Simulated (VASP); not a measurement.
Here is a VASP 6.6.1 calculation.

Contents of POSCAR:

```
KCl
1.0
    0.0000000000      3.1448471320      3.1448471320
    3.1448471320      0.0000000000      3.1448471320
    3.1448471320      3.1448471320      0.0000000000
K Cl
1 1
Direct
    0.0000000000      0.0000000000      0.0000000000
    0.5000000000      0.5000000000      0.5000000000
```

INCAR.step1

```
  PREC = Accurate
  ENCUT = 520
  EDIFF = 1E-5
  ISMEAR = 0
  SIGMA = 0.01
  LREAL = False
  LASPH = True
  NELM = 80
  ALGO = Normal
  ISIF = 2
  LWAVE = True
  LCHARG = False
  GGA = PE
  NBANDS = 15
```

INCAR.step2

```
  PREC = Accurate
  ENCUT = 520
  EDIFF = 1E-6
  ISMEAR = 0
  SIGMA = 0.01
  LREAL = False
  LASPH = True
  NELM = 80
  ALGO = Normal
  ISIF = 2
  LWAVE = False
  LCHARG = False
  GGA = PE
  LHFCALC = True
  AEXX = 1.0
  HFSCREEN = 0.1
  PRECFOCK = Normal
  ISTART = 1
  NBANDS = 15
  ALDAC = 1.0
  AGGAC = 1.0
```

File KPOINTS:

```
regular mesh
0
Gamma
  4 4 4
```

Potentials or basis: VASP PAW PBE potentials, release 64 (K_sv, Cl).

The run is started by

```bash
$ cat potpaw_PBE.64/K_sv/POTCAR potpaw_PBE.64/Cl/POTCAR > POTCAR
$ cp INCAR.step1 INCAR
$ mpirun -np 1 vasp_std > vasp.out
$ cp INCAR.step2 INCAR
$ mpirun -np 1 vasp_std > vasp.out
```

(1) What does it give for the band gap on the k mesh?

(2) Predict the pressure.

## Answers

(1) 12.09 eV.

(2) -0.7 GPa.

Caveat: the k points lie up to 0.43 Å⁻¹ apart; the PAW data sets were made with another functional, which shifts forces and pressure a little.
